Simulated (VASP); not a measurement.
Write the native input for VASP 6.6.1 that does the following.

```yaml
Task: single point
Functional: PBEsol
Potentials_or_basis: VASP PAW PBE potentials, release 64 (Se, Sn_d)
Cutoff: 520 eV
k_mesh: 9 × 9 × 1
Occupations: gaussian, width 0.05 eV
Spin: no spin polarisation
Dipole_correction: yes
Further_INCAR_settings: ALGO = Normal; EDIFF = 1e-06; NBANDS = 53
```

The structure of Sn4Se5 lies in POSCAR:

```
Sn4Se5
1.0
    4.2041099673      0.0000000000      0.0000000000
   -2.1020549836      3.6408660320      0.0000000000
    0.0000000000      0.0000000000     28.7305656565
Se Sn
5 4
Direct
    0.3333333333      0.6666666667      0.2742042057
    0.0000000000      0.0000000000      0.3887189962
    0.6666666667      0.3333333333      0.5000000039
    0.3333333333      0.6666666667      0.6112810071
    0.0000000000      0.0000000000      0.7257957898
    0.6666666667      0.3333333333      0.3214123296
    0.3333333333      0.6666666667      0.4411426536
    0.0000000000      0.0000000000      0.5588573471
    0.6666666667      0.3333333333      0.6785876671
```

One way to write it, as run:

INCAR

```
SYSTEM = Sn4Se5
PREC = Accurate
ENCUT = 520
EDIFF = 1E-6
ISMEAR = 0
SIGMA = 0.05
LREAL = .FALSE.
LASPH = .TRUE.
NELM = 100
ALGO = Normal
ISIF = 2
LWAVE = .FALSE.
LCHARG = .FALSE.
LDIPOL = .TRUE.
IDIPOL = 3
DIPOL = 0.5 0.5 0.500
GGA = PS
NBANDS = 53
```

KPOINTS

```
Automatic mesh
0
G
  9 9 1
  0 0 0
```

Potentials or basis: VASP PAW PBE potentials, release 64 (Se, Sn_d).

Command:

```bash
$ cat potpaw_PBE.64/Se/POTCAR potpaw_PBE.64/Sn_d/POTCAR > POTCAR
$ mpirun -np 1 vasp_std > vasp.out
```

Results of the run:

| Item | Value |
| --- | --- |
| Largest force | 0.013 eV/Å |
| Band gap on the k mesh | zero (band 43 reaches 0.28 eV, above the bottom of band 44 at 0.23 eV) |

Caveat: the PAW data sets were made with another functional, which shifts forces and pressure a little; spin-orbit coupling is left out, which moves the levels of the heavy elements.

It took 8.4 min on 1 thread of Intel(R) Xeon(R) Platinum 8259CL CPU @ 2.50GHz (Skylake/Cascade Lake), with other jobs on the host, peak memory 0.63 GiB.
